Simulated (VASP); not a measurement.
A run of VASP 6.6.1:

File INCAR:

```
SYSTEM = KCl
PREC = Accurate ; ENCUT = 520
EDIFF = 1E-7 ; ISMEAR = 0
SIGMA = 0.1 ; LREAL = .FALSE.
LASPH = .TRUE. ; NELM = 80
ALGO = Normal ; ISIF = 2
LWAVE = .FALSE. ; LCHARG = .FALSE.
GGA = PE ; NBANDS = 15
```

Contents of KPOINTS:

```
regular mesh
0
G
  3 3 3
  0 0 0
```

File POSCAR:

```
KCl
1.0
    3.8391960000      0.0000000000      0.0000000000
    0.0000000000      3.8391960000      0.0000000000
    0.0000000000      0.0000000000      3.8391960000
K Cl
1 1
Direct
    0.0000000000      0.0000000000      0.0000000000
    0.5000000000      0.5000000000      0.5000000000
```

Potentials or basis: VASP PAW PBE potentials, release 64 (K_sv, Cl).

Run with:

```bash
$ cat potpaw_PBE.64/K_sv/POTCAR potpaw_PBE.64/Cl/POTCAR > POTCAR
$ mpirun -np 1 vasp_std > vasp.out
```

Hardware: 1 thread of AMD EPYC 9R45 96-Core Processor (Zen 5), on a shared host.

Q: How long does it take, and how much memory?

A: Wall time 4.3 s on 1 thread of AMD EPYC 9R45 96-Core Processor (Zen 5), on a shared host, peak memory 0.13 GiB. Counts: scf iterations 14, k points 4.
